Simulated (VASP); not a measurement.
# Na2Ru (Pmmm) in VASP: notebook, part 2 of 2

VASP 6.6.1. The steps go on from the part before.

### 3 Relaxation of cell and atoms, PBE (atoms taken out)

INCAR reads:

```
SYSTEM = Na2Ru
ALGO = Normal
EDIFF = 1E-6
EDIFFG = -0.04
ENCUT = 600
GGA = PE
IBRION = 2
ISIF = 3
ISMEAR = 0
LASPH = .TRUE.
LCHARG = .FALSE.
LREAL = .FALSE.
LWAVE = .FALSE.
NELM = 80
NSW = 90
PREC = Accurate
SIGMA = 0.1
```

KPOINTS reads:

```
k-points
0
G
  6 4 4
  0 0 0
```

POSCAR reads:

```
Na2Ru
1.0
    3.2787415200      0.0000000000      0.0000000000
    0.0000000000      4.6368407300      0.0000000000
    0.0000000000      0.0000000000      6.5574830500
Na Ru
2 1
Direct
    0.0000000000      0.0000000000      0.7500000000
    0.0000000000      0.0000000000      0.2500000000
    0.5000000000      0.5000000000      0.5000000000
```

Potentials or basis: VASP PAW PBE potentials, release 64 (Na_pv, Ru_pv).

Launch:

```bash
$ cat potpaw_PBE.64/Na_pv/POTCAR potpaw_PBE.64/Ru_pv/POTCAR > POTCAR
$ mpirun -np 1 vasp_std > vasp.out
```

OUTCAR:

```text
SYSTEM = Na2Ru
   EDIFF = 1E-6
   EDIFFG = -0.04
   ENCUT = 600
   GGA = PE
   IBRION = 2
   ISIF = 3
   ISMEAR = 0
   LASPH = .TRUE.
   LREAL = .FALSE.
   NELM = 80
   NSW = 90
   PREC = Accurate

 ion  position               nearest neighbor table
   1  0.000  0.000  0.750-
   2  0.000  0.000  0.250-
   3  0.500  0.500  0.500-

  LATTYP: Found a simple orthorhombic cell.
 ALAT       =     3.2787415200
 B/A-ratio  =     1.4142135639
 C/A-ratio  =     2.0000000030

  Lattice vectors:

 A1 = (   3.2787415200,   0.0000000000,   0.0000000000)
 A2 = (   0.0000000000,   4.6368407300,   0.0000000000)
 A3 = (   0.0000000000,   0.0000000000,   6.5574830500)

Analysis of symmetry for initial positions (statically):
=====================================================================
 Subroutine PRICEL returns:
 Original cell was already a primitive cell.

 Routine SETGRP: Setting up the symmetry group for a
 simple orthorhombic supercell.

 Subroutine GETGRP returns: Found  8 space group operations
 (whereof  8 operations were pure point group operations)
 out of a pool of  8 trial point group operations.

The static configuration has the point symmetry D_2h.

Analysis of symmetry for dynamics (positions and initial velocities):
=====================================================================
 Subroutine PRICEL returns:
 Original cell was already a primitive cell.

[... 262 lines left out ...]
  FREE ENERGIE OF THE ION-ELECTRON SYSTEM (eV)
  ---------------------------------------------------
  free  energy   TOTEN  =        -8.7774636474 eV

  energy  without entropy=       -8.7496586140  energy(sigma->0) =       -8.76356113

 E-fermi :   3.5464     XC(G=0):  -9.0786

 val. band max:        3.5431383295   @ k =   0.1667   0.2500   0.2500
 cond. band min:       3.7281658600   @ k =   0.0000   0.2500   0.2500
 fundamental gap:      0.1850275304
 Fermi energy:         3.5464248978

 k-point     1 :       0.0000    0.0000    0.0000
  band No.  band energies     occupation
      1     -38.4533      2.00000
      2     -38.3630      2.00000
      3     -38.3057      2.00000
      4     -20.9624      2.00000
      5     -20.9502      2.00000
      6     -20.8948      2.00000
[... 493 lines left out ...]
     17       8.9565      0.00000
     18       9.9980      0.00000

 [... further k-points ...]

[... ionic steps 4 to 27 ...]

--------------------------------------- Ionic step       28  -------------------------------------------

 number of electron      27.9999980 magnetization

------------------------ aborting loop because EDIFF is reached ----------------------------------------
[... 69 lines left out ...]
--------------------------------------- Ionic step       30  -------------------------------------------

 number of electron      27.9999984 magnetization

 Free energy of the ion-electron system (eV)
  ---------------------------------------------------
  ext. energy  EPLUGINS =         0.00000000
  ---------------------------------------------------
  free energy    TOTEN  =        -9.87184626 eV

  energy without entropy =       -9.86371846  energy(sigma->0) =       -9.86778236

 E-fermi :   3.9428     XC(G=0):  -9.3665

 val. band max:        3.9017857577   @ k =   0.1667   0.2500   0.5000
 cond. band min:       3.9463981331   @ k =   0.1667   0.2500   0.2500
 fundamental gap:      0.0446123754
 Fermi energy:         3.9428454463

 k-point     1 :       0.0000    0.0000    0.0000
  band No.  band energies     occupation
      1     -38.0727      2.00000
      2     -37.9996      2.00000
      3     -37.9638      2.00000
      4     -20.6155      2.00000
      5     -20.5837      2.00000
      6     -20.5335      2.00000
[... 525 lines left out ...]
  FREE ENERGIE OF THE ION-ELECTRON SYSTEM (eV)
  ---------------------------------------------------
  free  energy   TOTEN  =        -9.8718462610 eV

  energy  without entropy=       -9.8637184587  energy(sigma->0) =       -9.86778236

 reached required accuracy - stopping structural energy minimisation
```

OSZICAR:

```text
N       E                     dE             d eps       ncg     rms          rms(c)
DAV:   1     0.274358420527E+03    0.27436E+03   -0.16979E+04  1400   0.176E+03
DAV:   2     0.627685594116E+01   -0.26808E+03   -0.26394E+03  1312   0.462E+02
DAV:   3    -0.796276621397E+01   -0.14240E+02   -0.13655E+02  1728   0.116E+02
DAV:   4    -0.838001224826E+01   -0.41725E+00   -0.40161E+00  1374   0.166E+01
[... 330 lines left out ...]
DAV:   3    -0.987222492992E+01    0.17491E-02   -0.99543E-03  1452   0.537E-01    0.130E-01
DAV:   4    -0.987185851672E+01    0.36641E-03   -0.12669E-03  1436   0.258E-01    0.365E-02
DAV:   5    -0.987184948686E+01    0.90299E-05   -0.53616E-05  1444   0.624E-02    0.194E-02
DAV:   6    -0.987184618226E+01    0.33046E-05   -0.49079E-06  1126   0.196E-02    0.297E-03
DAV:   7    -0.987184626099E+01   -0.78729E-07   -0.35693E-07   682   0.870E-03
  30 F= -.98718463E+01 E0= -.98677824E+01  d E =-.477053E-03
```

CONTCAR:

```text
Na2Ru
   1.00000000000000
     2.7513168732192339    0.0000000000000000    0.0000000000000000
     0.0000000000000000    2.6542826308332663    0.0000000000000000
     0.0000000000000000    0.0000000000000000    8.2471238493145407
  Na              Ru
     2     1
Direct
     1.0000000000000000    1.0000000000000000    0.7924577507893305
     0.0000000000000000    0.0000000000000000    0.2075422492106697
     0.5000000000000000    0.5000000000000000    0.5000000000000000

  0.00000000E+00  0.00000000E+00  0.00000000E+00
  0.00000000E+00  0.00000000E+00  0.00000000E+00
  0.00000000E+00  0.00000000E+00  0.00000000E+00
```

Run time: 11 min. Hardware: 1 thread of Intel Xeon 6975P-C (Granite Rapids), shared host; peak memory 0.3 GiB.

Results:

* Free energy: -9.8718 eV
* Relaxed volume: 20.08 Å³/atom
* Relaxed cell: a = 2.751 Å, b = 2.654 Å, c = 8.247 Å, α = 90.00°, β = 90.00°, γ = 90.00°
* Space group after relaxing (to 0.1 Å): P4/mmm (No. 123)
* Energy gained by relaxing: 659.1 meV/atom
* Ionic steps: 30
* Pressure after relaxing: 0.1 GPa
* Largest force after relaxing: 0.009 eV/Å
* Band gap on the k mesh: zero (bands 14 and 15 overlap by 3.09 eV)

Forces on the atoms (eV/Å):
```
Na   0.000  0.000 -0.009
Na   0.000  0.000  0.009
Ru   0.000  0.000  0.000
```

The path:
| step | energy change (eV) | largest force (eV/Å) | pressure (GPa) | volume (Å³) |
| --- | --- | --- | --- | --- |
| 1 | 0.0000 | 0.3763 | -4.91 | 99.69 |
| 2 | -0.5844 | 0.1307 | -3.68 | 85.58 |
| 3 | -0.8830 | 0.2039 | -0.86 | 74.96 |
| 4 | -0.1893 | 1.5666 | 18.72 | 55.91 |
| 5 | -0.9170 | 0.3345 | 0.46 | 72.15 |
| 6 | -0.9241 | 0.4285 | 1.44 | 70.38 |
| 7 | -1.0228 | 0.2511 | 1.17 | 70.91 |
| 8 | -1.0692 | 0.0434 | 1.13 | 71.41 |
| 9 | -1.1176 | 0.0402 | -0.60 | 74.43 |
| 10 | -1.1397 | 0.1306 | -2.00 | 77.41 |
| 11 | -1.1645 | 0.1232 | -2.23 | 77.63 |
| 12 | -1.2381 | 0.1033 | -2.93 | 78.13 |
| 13 | -1.3821 | 0.0422 | -4.14 | 78.43 |
| 14 | -1.7197 | 0.0847 | -4.47 | 75.98 |
| 15 | -1.7689 | 0.0657 | -2.47 | 72.44 |
| 16 | -1.7730 | 0.0709 | -3.01 | 73.18 |
| 17 | -1.8235 | 0.0414 | -2.20 | 70.96 |
| 18 | -1.8647 | 0.2614 | -0.52 | 67.53 |
| 19 | -1.8662 | 0.3259 | -0.04 | 66.67 |
| 20 | -1.8734 | 0.3217 | 0.01 | 66.35 |
| 21 | -1.8938 | 0.3073 | 0.02 | 65.38 |
| 22 | -1.9273 | 0.2482 | 0.28 | 63.48 |
| 23 | -1.9471 | 0.0736 | 1.39 | 59.72 |
| 24 | -1.9511 | 0.1316 | 0.92 | 60.79 |
| 25 | -1.9615 | 0.0880 | 0.49 | 60.87 |
| 26 | -1.9725 | 0.0301 | -0.51 | 61.06 |
| 27 | -1.9754 | 0.0177 | -0.26 | 60.65 |
| 28 | -1.9767 | 0.0053 | 0.33 | 59.89 |
| 29 | -1.9769 | 0.0008 | 0.17 | 60.10 |
| 30 | -1.9774 | 0.0087 | 0.06 | 60.23 |

Final structure:
```
Na Ru
1.0
     2.75132    0.00000    0.00000
     0.00000    2.65428    0.00000
     0.00000    0.00000    8.24712
Na Ru
2 1
Direct
  0.00000 0.00000 0.79246
  0.00000 0.00000 0.20754
  0.50000 0.50000 0.50000
```

Caveat: the cell differs from its parent crystal (atoms taken out); the volume moved by over 15 % at a fixed basis, so the end points are rough.

The gap in the log of VASP goes by the Fermi energy; the results here count the filled bands.